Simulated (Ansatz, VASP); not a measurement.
# Al in VASP and in Ansatz

```
Al
1.0
     0.00000    2.15088    1.70607
     2.15088    0.00000    1.70607
     2.15088    2.15088    0.00000
Al
1
Cartesian
  0.0000 0.0000 0.0000
```

Alike in both runs: task single point; functional PBE; dispersion D3(BJ); k mesh 22 × 22 × 22; occupations gaussian, width 0.15 eV; no spin polarisation.

```csv
,VASP,Ansatz
version,VASP 6.6.1,Ansatz 0.2.0
potentials or method,"VASP PAW PBE potentials, release 64 (Al), cutoff 520 eV","scalar-relativistic, plane waves, PAW"
valence electrons in the cell,3,3
```

Ansatz gave:

* gap on the k mesh at the Fermi level (eV): none
* pressure (GPa): 1.6
* traceless stress, the component that is largest in VASP (GPa): 4.00

Problem. Estimate VASP's values.

Solution. gap on the k mesh at the Fermi level (eV): none; pressure (GPa): 1.6; traceless stress, the component that is largest in VASP (GPa): 4.03.

A gap of «none» marks a metal or a gap that the smearing closes.
